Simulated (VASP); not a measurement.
Here is a VASP 6.6.1 calculation.

INCAR

```
PREC = Accurate ; ENCUT = 520
EDIFF = 1E-7 ; ISMEAR = 0
SIGMA = 0.1 ; LREAL = False
LASPH = True ; NELM = 100
ALGO = Normal ; ISIF = 2
LWAVE = False ; LCHARG = False
GGA = PE ; NBANDS = 25
```

The input KPOINTS:

```
regular mesh
0
Gamma
  8 8 8
```

File POSCAR:

```
InBS3
1.0
    5.0337197686      0.0000000000      0.0000000000
    0.0000000000      5.0337197686      0.0000000000
    0.0000000000      0.0000000000      5.0337197686
In B S
1 1 3
Direct
    0.0000000000      0.0000000000      0.0000000000
    0.5000000000      0.5000000000      0.5000000000
    0.0000000000      0.0000000000      0.5000000000
    0.0000000000      0.5000000000      0.0000000000
    0.5000000000      0.0000000000      0.0000000000
```

Potentials or basis: VASP PAW PBE potentials, release 64 (In_d, B, S).

Run with:

```sh
$ cat potpaw_PBE.64/In_d/POTCAR potpaw_PBE.64/B/POTCAR potpaw_PBE.64/S/POTCAR > POTCAR
$ mpirun -np 1 vasp_std > vasp.out
```

(1) Predict the band gap on the k mesh.

(2) What does it give for the pressure?

Answers

(1) zero (band 17 reaches 2.47 eV, above the bottom of band 18 at 1.44 eV).

(2) -0.1 GPa.

Caveat: spin-orbit coupling is left out, which moves the levels of the heavy elements.
